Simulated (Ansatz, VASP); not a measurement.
## SiNi in VASP and in Ansatz

```xyz
2
Lattice="3.3952 0.0000 0.0000 -1.6976 2.9404 0.0000 0.0000 0.0000 2.4657" Properties=species:S:1:pos:R:3 pbc="T T T"
Ni    0.0000    0.0000    0.0000
Si    0.0000    1.9602    1.2329
```

Change from the starting cell: volume scaled by 0.94, LAPW.

Alike in both runs: task single point; functional PBE; k mesh 14 × 14 × 13; occupations fermi-dirac, width 0.1 eV; no spin polarisation.

|  | VASP | Ansatz |
| --- | --- | --- |
| version | VASP 6.6.1 | Ansatz 0.2.0 |
| potentials or method | VASP PAW PBE potentials, release 64 (Ni, Si), cutoff 520 eV | all-electron LAPW, scalar-relativistic |

VASP gave:

```
pressure (GPa)                                                : 10.7
traceless stress, the component that is largest in VASP (GPa) : 0.22
```

**Question.** What did Ansatz give for the same quantities?

**Answer.** Pressure (GPa): 10.7; traceless stress, the component that is largest in VASP (GPa): 0.01.

Ansatz ran all-electron here, and VASP with PAW potentials.
